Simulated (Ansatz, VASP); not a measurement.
# Two plane-wave programs on Ga4Sb3

File INCAR:

```
PREC = Accurate
ENCUT = 520
EDIFF = 1E-6
ISMEAR = 0
SIGMA = 0.1
LREAL = False
LASPH = True
NELM = 60
ALGO = Normal
ISIF = 2
LWAVE = False
LCHARG = True
LDIPOL = True
IDIPOL = 3
DIPOL = 0.5 0.5 0.500
GGA = PS
LELF = True
LVHAR = True
LVACPOTAV = True
NBANDS = 42
```

Contents of KPOINTS:

```
Automatic mesh
0
Gamma
  8 8 1
```

POSCAR

```
Ga4Sb3
1.0
    4.3212908981      0.0000000000      0.0000000000
    0.0000000000      4.3212908981      0.0000000000
    0.0000000000      0.0000000000     31.1668422925
Ga Sb
4 3
Direct
    0.5000000000      0.5000000000      0.3529391876
    0.0000000000      0.0000000000      0.4509797292
    0.5000000000      0.5000000000      0.5490202708
    0.0000000000      0.0000000000      0.6470608124
    0.5000000000      0.0000000000      0.4019594584
    0.0000000000      0.5000000000      0.5000000000
    0.5000000000      0.0000000000      0.5980405416
```

Input for Ansatz:

```yaml
crystal:
  lattice:
    - [4.3212908981, 0.0, 0.0]
    - [0.0, 4.3212908981, 0.0]
    - [0.0, 0.0, 31.1668422925]
  atoms:
    - { symbol: Ga, position: [0.5, 0.5, 0.3529391876] }
    - { symbol: Sb, position: [0.5, 0.0, 0.4019594584] }
    - { symbol: Ga, position: [0.0, 0.0, 0.4509797292] }
    - { symbol: Sb, position: [0.0, 0.5, 0.5] }
    - { symbol: Ga, position: [0.5, 0.5, 0.5490202708] }
    - { symbol: Sb, position: [0.5, 0.0, 0.5980405416] }
    - { symbol: Ga, position: [0.0, 0.0, 0.6470608124] }
basis:
  ecutwfc: 420
kpoints:
  mp_grid: { grid: [8, 8, 1] }
hamiltonian:
  xc: pbesol
scf:
  occupations: { method: gaussian, width: 0.1 }
output:
  forces: true
  stress: true
  eigenvalues: true
  write_density: true
  write_potential: true
  elf: true
  volumetric_format: npy
efield:
  axis: 3
  dipole_correction: true
  ramp_width: 0.04
```

Alike in both runs: task single point; functional PBEsol; k mesh 8 × 8 × 1; occupations gaussian, width 0.1 eV; no spin polarisation.

|  | VASP | Ansatz |
| --- | --- | --- |
| version | VASP 6.6.1 | Ansatz 0.2.0 |
| potentials or method | VASP PAW PBE potentials, release 64 (Ga_d, Sb), cutoff 520 eV | scalar-relativistic, plane waves, PAW |
| valence electrons in the cell | 67 | 97 |

VASP gave:

* gap on the k mesh at the Fermi level (eV): none
* rms of the force components (eV/Å): 0.278
* work function, face that differs most (eV): 4.46

Q: Which values does Ansatz return?

A: gap on the k mesh at the Fermi level (eV): none; rms of the force components (eV/Å): 0.274; work function, face that differs most (eV): 4.47.

VASP's potentials were made for PBE, not for PBEsol. A gap of «none» marks a metal or a gap that the smearing closes. VASP's potentials hold 67 valence electrons a cell and Ansatz's 97, so a difference there can come from the potentials and not from the codes. Ansatz's warnings: xc potential rough in thin density.

Neither program's run includes spin-orbit coupling.
